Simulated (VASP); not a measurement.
A run of VASP 6.6.1 is set up as follows.

The input INCAR:

```
PREC = Accurate
ENCUT = 520
EDIFF = 1E-6
ISMEAR = -1
SIGMA = 0.05
LREAL = F
LASPH = T
NELM = 80
ALGO = Normal
ISIF = 2
LWAVE = F
LCHARG = F
GGA = PE
NBANDS = 16
```

KPOINTS

```
Automatic mesh
0
Gamma
  10 10 10
```

POSCAR

```
GaP
1.0
    0.0000000000      2.7252500000      2.6434925000
    2.7252500000      0.0000000000      2.6434925000
    2.7252500000      2.7252500000      0.0000000000
Ga P
1 1
Direct
    0.0000000000      0.0000000000      0.0000000000
    0.7500000000      0.7500000000      0.7500000000
```

Potentials or basis: VASP PAW PBE potentials, release 64 (Ga_d, P).

The run is started by

```bash
$ cat potpaw_PBE.64/Ga_d/POTCAR potpaw_PBE.64/P/POTCAR > POTCAR
$ mpirun -np 1 vasp_std > vasp.out
```

(1) What does it give for the band gap on the k mesh?

(2) What does it give for the pressure?

Answers

(1) 1.26 eV, indirect (least direct gap 1.96 eV).

(2) 5.2 GPa.

Caveat: the cell differs from its parent crystal (zz strain of -3 %).
